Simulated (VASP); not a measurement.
# KI (Fm-3m) in VASP: further runs

The runs below take KI through single point, with HSE06, PBE0.

All numbers are computed with VASP 6.6.1; they aren't measurements. Logs are shortened: lines on timing, memory, paths and dates and some standing lists are left out, and cuts for length are marked.

## (1) The cell of the first run

It takes space group Fm-3m (No. 225, cubic). The conventional cell has a = 7.089 Å, b = 7.089 Å, c = 7.089 Å, α = 90.00°, β = 90.00°, γ = 90.00°. K (site symmetry m-3m) has 6 I at 3.54 Å within 4.7 Å. I (site symmetry m-3m) has 6 K at 3.54 Å within 4.7 Å.

## (2) Single point, HSE06

File POSCAR:

```
KI
1.0
    0.0000000000      3.5442850827      3.5442850827
    3.5442850827      0.0000000000      3.5442850827
    3.5442850827      3.5442850827      0.0000000000
K I
1 1
Direct
    0.0000000000      0.0000000000      0.0000000000
    0.5000000000      0.5000000000      0.5000000000
```

File INCAR.step1:

```
SYSTEM = KI
PREC     = Accurate       ! precision mode
ENCUT    = 520            ! plane-wave cutoff, eV
EDIFF    = 1E-5           ! SCF threshold, eV
ISMEAR   = 0              ! smearing method
SIGMA    = 0.01           ! smearing width, eV
LREAL    = .False.        ! projectors in reciprocal space
LASPH    = .True.         ! aspherical terms in the spheres
NELM     = 100            ! most SCF steps
ALGO     = Normal         ! electronic algorithm
ISIF     = 2              ! what is computed and relaxed
LWAVE    = .True.         ! write WAVECAR
NBANDS   = 15             ! bands
GGA      = PE             ! functional
```

File INCAR.step2:

```
SYSTEM = KI
PREC     = Accurate       ! precision mode
ENCUT    = 520            ! plane-wave cutoff, eV
EDIFF    = 1E-6           ! SCF threshold, eV
ISMEAR   = 0              ! smearing method
SIGMA    = 0.01           ! smearing width, eV
LREAL    = .False.        ! projectors in reciprocal space
LASPH    = .True.         ! aspherical terms in the spheres
NELM     = 100            ! most SCF steps
ALGO     = Normal         ! electronic algorithm
ISIF     = 2              ! what is computed and relaxed
LWAVE    = .False.        ! write WAVECAR
LCHARG   = .True.         ! write CHGCAR
GGA      = PE             ! functional
LHFCALC  = .True.         ! exact exchange
HFSCREEN = 0.2079         ! screening, 1/A
PRECFOCK = Normal       
LELF     = .True.         ! ELF
LVHAR    = .True.       
NBANDS   = 15             ! bands
ISTART   = 1
```

File KPOINTS:

```
regular mesh
0
Gamma
  4 4 4
  0 0 0
```

Potentials or basis: VASP PAW PBE potentials, release 64 (K_sv, I).

Launch:

```bash
$ cat potpaw_PBE.64/K_sv/POTCAR potpaw_PBE.64/I/POTCAR > POTCAR
$ cp INCAR.step1 INCAR
$ mpirun -np 1 vasp_std > vasp.out
$ cp INCAR.step2 INCAR
$ mpirun -np 1 vasp_std > vasp.out
```

OUTCAR:

```text
SYSTEM = KI
   PREC = Accurate
   ENCUT = 520
   EDIFF = 1E-6
   ISMEAR = 0
   LREAL = .False.
   LASPH = .True.
   NELM = 100
   ISIF = 2
   GGA = PE
   LHFCALC = .True.
   HFSCREEN = 0.2079
   PRECFOCK = Normal
   ISTART = 1

 ion  position               nearest neighbor table
   1  0.000  0.000  0.000-   2 3.54   2 3.54   2 3.54   2 3.54   2 3.54   2 3.54
   2  0.500  0.500  0.500-   1 3.54   1 3.54   1 3.54   1 3.54   1 3.54   1 3.54

  LATTYP: Found a face centered cubic cell.
 ALAT       =     7.0885701654

  Lattice vectors:

 A1 = (   0.0000000000,   3.5442850827,   3.5442850827)
 A2 = (   3.5442850827,   0.0000000000,   3.5442850827)
 A3 = (   3.5442850827,   3.5442850827,   0.0000000000)

Analysis of symmetry for initial positions (statically):
=====================================================================
 Subroutine PRICEL returns:
 Original cell was already a primitive cell.

 Routine SETGRP: Setting up the symmetry group for a
 face centered cubic supercell.

 Subroutine GETGRP returns: Found 48 space group operations
 (whereof 48 operations were pure point group operations)
 out of a pool of 48 trial point group operations.

The static configuration has the point symmetry O_h .

Analysis of symmetry for dynamics (positions and initial velocities):
=====================================================================
 Subroutine PRICEL returns:
 Original cell was already a primitive cell.

 Routine SETGRP: Setting up the symmetry group for a
 face centered cubic supercell.

 Subroutine GETGRP returns: Found 48 space group operations
 (whereof 48 operations were pure point group operations)
 out of a pool of 48 trial point group operations.

The dynamic configuration has the point symmetry O_h .

 Subroutine INISYM returns: Found 48 space group operations
 (whereof 48 operations are pure point group operations),
 and found     1 'primitive' translations

----------------------------------------------------------------------------------------

                                     Primitive cell

  volume of cell :      89.0463

  direct lattice vectors                    reciprocal lattice vectors
     0.000000000  3.544285083  3.544285083    -0.141072173  0.141072173  0.141072173
     3.544285083  0.000000000  3.544285083     0.141072173 -0.141072173  0.141072173
     3.544285083  3.544285083  0.000000000     0.141072173  0.141072173 -0.141072173

  length of vectors
     5.012376033  5.012376033  5.012376033     0.244344172  0.244344172  0.244344172

  position of ions in fractional coordinates (direct lattice)
     0.000000000  0.000000000  0.000000000
     0.500000000  0.500000000  0.500000000

  ion indices of the primitive-cell ions
   primitive index   ion index
                 1           1
                 2           2

----------------------------------------------------------------------------------------

 KPOINTS: regular mesh

Automatic generation of k-mesh.
 Grid dimensions read from file:
 generate k-points for:    4    4    4

 Generating k-lattice:

  Cartesian coordinates                     Fractional coordinates (reciprocal lattice)
    -0.035268043  0.035268043  0.035268043     0.250000000  0.000000000  0.000000000
     0.035268043 -0.035268043  0.035268043     0.000000000  0.250000000  0.000000000
     0.035268043  0.035268043 -0.035268043     0.000000000  0.000000000  0.250000000

  Length of vectors
     0.061086043  0.061086043  0.061086043

  Shift w.r.t. Gamma in fractional coordinates (k-lattice)
     0.000000000  0.000000000  0.000000000

 Subroutine IBZKPT returns following result:
 ===========================================

 Found      8 irreducible k-points:

 Following reciprocal coordinates:
            Coordinates               Weight
  0.000000  0.000000  0.000000      1.000000
  0.250000  0.000000  0.000000      8.000000
  0.500000  0.000000  0.000000      4.000000
  0.250000  0.250000  0.000000      6.000000
  0.500000  0.250000  0.000000     24.000000
 -0.250000  0.250000  0.000000     12.000000
  0.500000  0.500000  0.000000      3.000000
 -0.250000  0.500000  0.250000      6.000000
   k-points           NKPTS =      8   k-points in BZ     NKDIM =     64   number of bands    NBANDS=     15
   number of dos      NEDOS =    301   number of ions     NIONS =      2
   total plane-waves  NPLWV =  64000
   dimension x,y,z NGX =    40 NGY =   40 NGZ =   40
   dimension x,y,z NGXF=    80 NGYF=   80 NGZF=   80
   ions per type =               1   1
   NGX,Y,Z   is equivalent  to a cutoff of  13.27, 13.27, 13.27 a.u.
   NGXF,Y,Z  is equivalent  to a cutoff of  26.53, 26.53, 26.53 a.u.
 SYSTEM =  KI
   PREC   = accura    normal or accurate (medium, high low for compatibility)
   ISTART =      1    job   : 0-new  1-cont  2-samecut
   ICHARG =      0    charge: 1-file 2-atom 10-const
   ISPIN  =      1    spin polarized calculation?
   LNONCOLLINEAR =      F non collinear calculations
   LSORBIT =      F    spin-orbit coupling
   LASPH  =      T    aspherical Exc in radial PAW
   ENCUT  =  520.0 eV  38.22 Ry    6.18 a.u.   9.32  9.32  9.32*2*pi/ulx,y,z
   NELM   =    100;   NELMIN=  2; NELMDL=  0     # of ELM steps
   EDIFF  = 0.1E-05   stopping-criterion for ELM
   LREAL  =      F    real-space projection
   EDIFFG = 0.1E-04   stopping-criterion for IOM
   NSW    =      0    number of steps for IOM
   IBRION =     -1    ionic relax: 0-MD 1-quasi-New 2-CG
   NFREE  =      0    steps in history (QN), initial steepest desc. (CG)
   ISIF   =      2    stress and relaxation
   ISYM   =      3    0-nonsym 1-usesym 2-fastsym
   POTIM  = 0.5000    time-step for ionic-motion
   TEBEG  =    0.0;   TEEND  =   0.0 temperature during run
   PSTRESS=    0.0 pullay stress
   NELECT =      16.0000    total number of electrons
   NUPDOWN=      -1.0000    fix difference up-down
   EMIN   =  10.00;   EMAX   =-10.00  energy-range for DOS
   EFERMI =   0.00;   METHOD = LEGACY
   ISMEAR =     0;   SIGMA  =   0.01  broadening in eV -4-tet -1-fermi 0-gaus
   EFERMI_NEDOS =   21; number of points for ismear=-14 and -15
   IALGO  =     38    algorithm
   IMIX   =      1    mixing-type and parameters
     AMIX     =   0.40;   BMIX     =  1.00
     AMIX_MAG =   1.60;   BMIX_MAG =  1.00
  volume/ion in A,a.u.               =      44.52       300.46
  Fermi-wavevector in a.u.,A,eV,Ry     =   0.923796  1.745722 11.611204  0.853399
  Thomas-Fermi vector in A             =   2.049472
   LORBIT       =      0    0 simple, 1 ext, 2 COOP (PROOUT), +10 PAW based schemes
   GGA     = PE    functional components
   LHFCALC =     T    Hartree Fock is set to
   PRECFOCK=normal    Normal, Fast or Accurate (Low or Medium for compatibility)
   ENCUT4O =  -1.0   cutoff for four orbital integrals eV
   NKREDX  =     1    reduce k-point grid by
   NKREDY  =     1    reduce k-point grid by
   NKREDZ  =     1    reduce k-point grid by
   AEXX    =    0.2500 exact exchange contribution
   HFSCREEN=    0.2079 screening length (either q_TF or 0.3 A-1)
   HFSCREENC=   0.2079 screening length for correlation (either q_TF or 0.3 A-1)
   ENCUTFOCK=  -1.0 apply spherical cutoff to Coloumb kernel
   IVDW    =     0    specifies the selected vdW correction
   LEPSILON=     F    determine dielectric tensor
   LRPA    =     F    only Hartree local field effects (RPA)
 non-spin polarized calculation
 Gauss-broadening in eV      SIGMA  =   0.01
  energy-cutoff  :      520.00
  volume of cell :       89.05
 maximum number of plane-waves:      2421
 NGX is ok and might be reduce to    40
  NGX = 28; NGY = 28; NGZ = 28

 number of electron      15.9999999 magnetization

 Free energy of the ion-electron system (eV)
  ---------------------------------------------------
  ext. energy  EPLUGINS =         0.00000000
  ---------------------------------------------------
  free energy    TOTEN  =        -6.40232477 eV

  energy without entropy =       -6.40232477  energy(sigma->0) =       -6.40232477

 E-fermi :  -1.0616     XC(G=0):  -6.0126

 val. band max:       -1.1942951862   @ k =   0.0000   0.0000   0.0000
 cond. band min:       3.7355575493   @ k =   0.0000   0.0000   0.0000
 fundamental gap:      4.9298527355
 Fermi energy:        -1.0615811456

 k-point     1 :       0.0000    0.0000    0.0000
  band No.  band energies     occupation
      1     -32.0394      2.00000
      2     -14.1713      2.00000
      3     -14.1713      2.00000
      4     -14.1713      2.00000
      5     -12.5701      2.00000
      6      -1.1943      2.00000
      7      -1.1943      2.00000
      8      -1.1943      2.00000
      9       3.7356      0.00000
     10       6.4517      0.00000
     11       6.4517      0.00000
     12       6.4517      0.00000
     13       7.2817      0.00000
     14       7.2817      0.00000
     15       9.5946      0.00000

 k-point     2 :       0.2500    0.0000    0.0000
  band No.  band energies     occupation
      1     -32.0384      2.00000
      2     -14.2529      2.00000
      3     -14.1719      2.00000
      4     -14.1719      2.00000
      5     -12.4153      2.00000
      6      -1.9661      2.00000
      7      -1.3710      2.00000
      8      -1.3710      2.00000
      9       4.8411      0.00000
     10       6.4646      0.00000
     11       7.0849      0.00000
     12       7.0849      0.00000
     13       7.9825      0.00000
     14       7.9825      0.00000
     15      10.4340      0.00000
[... 77 lines left out ...]
      3     -14.1896      2.00000
      4     -14.1896      2.00000
      5     -12.4075      2.00000
      6      -2.2470      2.00000
      7      -1.5834      2.00000
      8      -1.5834      2.00000
      9       4.7595      0.00000
     10       5.6190      0.00000
     11       8.2693      0.00000
     12       8.6675      0.00000
     13       8.9429      0.00000
     14       9.9553      0.00000
     15       9.9553      0.00000

 k-point     8 :      -0.2500    0.5000    0.2500
  band No.  band energies     occupation
      1     -32.0367      2.00000
      2     -14.2229      2.00000
      3     -14.2029      2.00000
      4     -14.2029      2.00000
      5     -12.3457      2.00000
      6      -1.9570      2.00000
      7      -1.9570      2.00000
      8      -1.8086      2.00000
      9       6.3396      0.00000
     10       6.3396      0.00000
     11       6.5392      0.00000
     12       8.2034      0.00000
     13       8.9279      0.00000
     14      10.0038      0.00000
     15      10.3735      0.00000

------------------------ aborting loop because EDIFF is reached ----------------------------------------

  FORCE on cell =-STRESS in cart. coord.  units (eV):
  Direction    XX          YY          ZZ          XY          YZ          ZX
  --------------------------------------------------------------------------------------
  -------------------------------------------------------------------------------------
  Total        0.1588845      0.1588845      0.1588845      0.0000000      0.0000000      0.0000000
  in kB        2.8587500      2.8587500      2.8587500      0.0000000      0.0000000      0.0000000
  external PRESSURE =       2.8587500 kB  Pullay stress =       0.0000000 kB

 VOLUME and BASIS-vectors are now :
 -----------------------------------------------------------------------------
  energy-cutoff  :      520.00
  volume of cell :       89.05
      direct lattice vectors                 reciprocal lattice vectors
     0.000000000  3.544285083  3.544285083    -0.141072173  0.141072173  0.141072173
     3.544285083  0.000000000  3.544285083     0.141072173 -0.141072173  0.141072173
     3.544285083  3.544285083  0.000000000     0.141072173  0.141072173 -0.141072173

 POSITION                                       TOTAL-FORCE (eV/Angst)
 -----------------------------------------------------------------------------------
      0.00000      0.00000      0.00000         0.000000      0.000000     -0.000000
      3.54429      3.54429      3.54429        -0.000000     -0.000000      0.000000
 -----------------------------------------------------------------------------------
    total drift:                               -0.000000      0.000000     -0.000000

  FREE ENERGIE OF THE ION-ELECTRON SYSTEM (eV)
  ---------------------------------------------------
  free  energy   TOTEN  =        -6.4023247684 eV

  energy  without entropy=       -6.4023247684  energy(sigma->0) =       -6.40232477
```

It took 11 min on 1 thread of Intel Xeon Platinum 8259CL at 2.50GHz (Skylake/Cascade Lake), shared host; peak memory 0.35 GiB.

What came out:

| Property | Result |
| --- | --- |
| Free energy | -6.4023 eV |
| Pressure | 0.3 GPa |
| Band gap on the k mesh | 4.93 eV |

Levels at points of the mesh, in eV from the valence-band top:
```csv
k point,band 6,band 7,band 8,band 9,band 10,band 11
"(0.00, 0.00, 0.00)",0.00,0.00,0.00,4.93,7.65,7.65
"(0.50, 0.00, 0.00)",-1.37,-0.34,-0.34,6.48,8.88,9.22
"(0.50, 0.50, 0.00)",-1.05,-0.39,-0.39,5.95,6.81,9.46
```

Caveat: the PAW data sets were made with another functional, which shifts forces and pressure a little; spin-orbit coupling is left out, which moves the levels of the heavy elements.

[end of part 1 of 2]
